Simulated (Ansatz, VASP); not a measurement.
Sc2GeTe2: VASP beside Ansatz

```
Sc Ge Te
1.0
    -2.52301    2.52301    5.98872
     2.52301   -2.52301    5.98872
     2.52301    2.52301   -5.98872
Sc Ge Te
2 1 2
Direct
  0.63483 0.63483 0.00000
  0.36517 0.36517 0.00000
  0.00000 0.00000 0.00000
  0.75000 0.25000 0.50000
  0.25000 0.75000 0.50000
```

Change from the starting cell: species swapped into the HoSi2Os2 type (I4/mmm, No. 139).

Alike in both runs: functional PBE; k mesh 6 × 6 × 6; occupations gaussian, width 0.1 eV; no spin polarisation.

Ansatz relaxed the structure, and its values are those at the end. VASP's run is a single point on that final structure, the one shown.

|  | VASP | Ansatz |
| --- | --- | --- |
| version | VASP 6.6.1 | Ansatz 0.2.0 |
| potentials or method | VASP PAW PBE potentials, release 64 (Sc_sv, Ge_d, Te), cutoff 520 eV | scalar-relativistic, plane waves, PAW |
| valence electrons in the cell | 48 | 68 |

VASP gave:

| Property | Result |
| --- | --- |
| gap on the k mesh at the Fermi level (eV) | none |
| pressure (GPa) | 0.1 |
| rms of the force components (eV/Å) | 0.005 |

Q: Estimate Ansatz's values.

A: gap on the k mesh at the Fermi level (eV): none; pressure (GPa): 0.1; rms of the force components (eV/Å): 0.003.

A gap of «none» marks a metal or a gap that the smearing closes. The functional is the same, so the differences come from potentials, cutoffs and numerics. VASP's potentials hold 48 valence electrons a cell and Ansatz's 68, so a difference there can come from the potentials and not from the codes.

Neither program's run includes spin-orbit coupling.
